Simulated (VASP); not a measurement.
The system is Ir.

```
CELL_PARAMETERS angstrom
0.00000 1.91448 1.91448
1.91448 0.00000 1.91448
1.91448 1.91448 0.00000
ATOMIC_POSITIONS crystal
Ir 0.00000 0.00000 0.00000
```

Base run:

* Program: VASP 6.6.1
* Functional: PBEsol
* Potentials or basis: VASP PAW PBE potentials, release 64 (Ir)
* Cutoff: 520 eV
* k mesh: 12 × 12 × 12
* Occupations: fermi-dirac, width 0.05 eV
* Spin: no spin polarisation

Its results: pressure 1.0 GPa.

Q: The run is repeated on the same cell with these changes: potentials or basis from VASP PAW PBE potentials, release 64 (Ir) to VASP PAW PBE potentials, release 64 (Ir_sv_GW); cutoff from 520 eV to 500 eV; further incar settings from ALGO = Normal; EDIFF = 1e-07; NBANDS = 10 to ALGO = Normal; EDIFF = 1e-06; NBANDS = 14; valence electrons from 9 to 17. What comes out?

A: Pressure -3.3 GPa.

Caveats: the PAW data sets were made with another functional, which shifts forces and pressure a little.
